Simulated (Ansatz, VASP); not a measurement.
## Two plane-wave programs on Zr2Ti

The input INCAR:

```
SYSTEM = Zr2Ti
PREC = Accurate
ENCUT = 520
EDIFF = 1E-6
ISMEAR = 1
SIGMA = 0.0978
LREAL = .False.
LASPH = .True.
NELM = 60
ALGO = Normal
ISIF = 2
LWAVE = .False.
LCHARG = .False.
GGA = CA
NBANDS = 45
```

KPOINTS

```
Automatic mesh
0
Gamma
  8 8 8
  0 0 0
```

File POSCAR:

```
Zr2Ti
1.0
   -3.2259821300      3.2259821300      2.8273444300
    3.2259821300     -3.2259821300      2.8273444300
    3.2259821300      3.2259821300     -2.8273444300
Ti Zr
2 4
Direct
    0.2500000000      0.2500000000      0.0000000000
    0.7500000000      0.7500000000      0.0000000000
    0.6728000000      0.1728000000      0.8456000000
    0.1728000000      0.3272000000      0.5000000000
    0.3272000000      0.8272000000      0.1544000000
    0.8272000000      0.6728000000      0.5000000000
```

Input for Ansatz:

```yaml
crystal:
  lattice:
    - [-3.22598213, 3.22598213, 2.82734443]
    - [3.22598213, -3.22598213, 2.82734443]
    - [3.22598213, 3.22598213, -2.82734443]
  atoms:
    - { symbol: Ti, position: [0.25, 0.25, 0.0] }
    - { symbol: Ti, position: [0.75, 0.75, 0.0] }
    - { symbol: Zr, position: [0.6728, 0.1728, 0.8456] }
    - { symbol: Zr, position: [0.1728, 0.3272, 0.5] }
    - { symbol: Zr, position: [0.3272, 0.8272, 0.1544] }
    - { symbol: Zr, position: [0.8272, 0.6728, 0.5] }
  symmetry: { tolerance: 0.0003 }
kpoints:
  mp_grid: { grid: [8, 8, 8], shift: [0, 0, 0] }
  band_path:
    path:
      - [0.0, 0.0, 0.0]
      - [0.0, 0.0, 0.5]
      - [-0.5, 0.5, 0.5]
      - [0.0, 0.0, 0.0]
      - [0.44203197, 0.44203197, -0.44203197]
      - [-0.44203197, 0.55796803, 0.44203197]
      - [-0.5, 0.5, 0.5]
      - [0.0, 0.0, 0.5]
      - [0.25, 0.25, 0.25]
      - [0.0, 0.5, 0.0]
      - [0.0, 0.0, 0.0]
    npoints: 6
magnetization:
  spin_polarized: false
scf:
  occupations: { method: cold, width: 0.0978 }
  lower_state_search: "off"
  max_iter: 200
hamiltonian:
  pseudopotentials: { kind: paw }
  xc: lda
basis:
  ecutwfc: 420
  fft_grid_basis: typed
output:
  forces: true
  stress: true
  eigenvalues: true
  bader: true
  populations: true
  elf: true
  write_potential: true
  volumetric_format: npy
  dos:
    e_range: [-12, 8]
    de: 0.05
    projected: { site_lists: { Ti: [Ti], Zr: [Zr] } }
checkpoint:
  read: saved_state
```

Alike in both runs: task single point; functional LDA; k mesh 8 × 8 × 8; no spin polarisation.

|  | VASP | Ansatz |
| --- | --- | --- |
| version | VASP 6.6.1 | Ansatz 0.2.0 |
| potentials or method | VASP PAW LDA potentials, release 64 (Ti_sv, Zr_sv), cutoff 520 eV | PAW plane waves |
| occupations | methfessel-paxton of order 1, width 0.0978 eV | cold, width 0.0978 eV |
| valence electrons in the cell | 72 | 72 |

```csv
,VASP,Ansatz,Ansatz less VASP
pressure (GPa),3.2,3.2,+0.02
"traceless stress, the component that is largest in VASP (GPa)",-0.89,-0.87,+0.024
rms of the force components (eV/Å),0.270,0.268,-0.0019
```

LDA's correlation is that of Perdew and Zunger in VASP and of Perdew and Wang (1992) in Ansatz. Atom by atom the forces differ by 0.002 eV/Å (rms over components).
